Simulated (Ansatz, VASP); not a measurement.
# Two plane-wave programs on Bi4O

The input INCAR:

```
  PREC = Accurate
  ENCUT = 520
  EDIFF = 1E-6
  ISMEAR = 0
  SIGMA = 0.1
  LREAL = False
  LASPH = True
  NELM = 100
  ALGO = Normal
  ISIF = 2
  LWAVE = False
  LCHARG = False
  GGA = PE
  NBANDS = 41
```

Contents of KPOINTS:

```
regular mesh
0
Gamma
  4 4 4
```

POSCAR

```
Bi4O
1.0
   -3.6820050100      3.6820050100      2.6254875500
    3.6820050100     -3.6820050100      2.6254875500
    3.6820050100      3.6820050100     -2.6254875500
Bi O
4 1
Direct
    0.0000000000      0.6609869300      0.6609869300
    0.0000000000      0.3390130700      0.3390130700
    0.6609869300      0.0000000000      0.6609869300
    0.3390130700      0.0000000000      0.3390130700
    0.0000000000      0.0000000000      0.0000000000
```

Input for Ansatz:

```yaml
crystal:
  lattice:
    - [-3.68200501, 3.68200501, 2.62548755]
    - [3.68200501, -3.68200501, 2.62548755]
    - [3.68200501, 3.68200501, -2.62548755]
  atoms:
    - { symbol: Bi, position: [0.0, 0.66098693, 0.66098693] }
    - { symbol: Bi, position: [0.0, 0.33901307, 0.33901307] }
    - { symbol: Bi, position: [0.66098693, 0.0, 0.66098693] }
    - { symbol: Bi, position: [0.33901307, 0.0, 0.33901307] }
    - { symbol: O, position: [0.0, 0.0, 0.0] }
basis:
  ecutwfc: 420
kpoints:
  mp_grid: { grid: [4, 4, 4] }
hamiltonian:
  xc: pbe
scf:
  occupations: { method: gaussian, width: 0.1 }
  lower_state_search: "off"
output:
  forces: true
  stress: true
  eigenvalues: true
```

Alike in both runs: task single point; functional PBE; k mesh 4 × 4 × 4; occupations gaussian, width 0.1 eV; no spin polarisation.

|  | VASP | Ansatz |
| --- | --- | --- |
| version | VASP 6.6.1 | Ansatz 0.2.0 |
| potentials or method | VASP PAW PBE potentials, release 64 (Bi_d, O), cutoff 520 eV | scalar-relativistic, plane waves, PAW |
| valence electrons in the cell | 66 | 66 |

Ansatz gave:

* gap on the k mesh at the Fermi level (eV): none
* pressure (GPa): 27.7
* traceless stress, the component that is largest in VASP (GPa): -8.52
* rms of the force components (eV/Å): 6.347

Problem. Which values does VASP return?

Solution. gap on the k mesh at the Fermi level (eV): none; pressure (GPa): 27.7; traceless stress, the component that is largest in VASP (GPa): -8.45; rms of the force components (eV/Å): 6.352.

Atom by atom the forces differ by 0.006 eV/Å (rms over components). A gap of «none» marks a metal or a gap that the smearing closes.

The k mesh is coarse, so the values compare programs but aren't converged. Spin-orbit coupling is off throughout.
